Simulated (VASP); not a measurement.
Crystal: SiC5.

```
CELL_PARAMETERS angstrom
2.72473 0.00000 0.00000
-1.36237 2.35969 0.00000
0.00000 0.00000 6.74512
ATOMIC_POSITIONS crystal
C 0.00000 0.00000 0.97209
C 0.66667 0.33333 0.66968
C 0.33333 0.66667 0.36564
C 0.66667 0.33333 0.89629
C 0.33333 0.66667 0.59295
Si 0.00000 0.00000 0.25335
```

Base run:

```yaml
Program: VASP 6.6.1
Functional: PBE
Potentials_or_basis: VASP PAW PBE potentials, release 64 (C, Si)
Cutoff: 520 eV
k_mesh: 12 × 12 × 4
Occupations: gaussian, width 0.01 eV
Spin: no spin polarisation
```

Its results: band gap on the k mesh 1.36 eV, indirect (least direct gap 3.39 eV); pressure 3.7 GPa; largest force 0.397 eV/Å.

Problem. The run is repeated on the same cell with these changes: functional from PBE to r2SCAN; k mesh from 12 × 12 × 4 to 9 × 9 × 4. What comes out?

Solution. Band gap on the k mesh 1.83 eV, indirect (least direct gap 3.73 eV); pressure 0.3 GPa; largest force 0.097 eV/Å.

Several settings changed at once, so the effect can't be laid on one alone.

Caveats: the PAW data sets were made with another functional, which shifts forces and pressure a little (some runs).

A k mesh can miss the band edges.
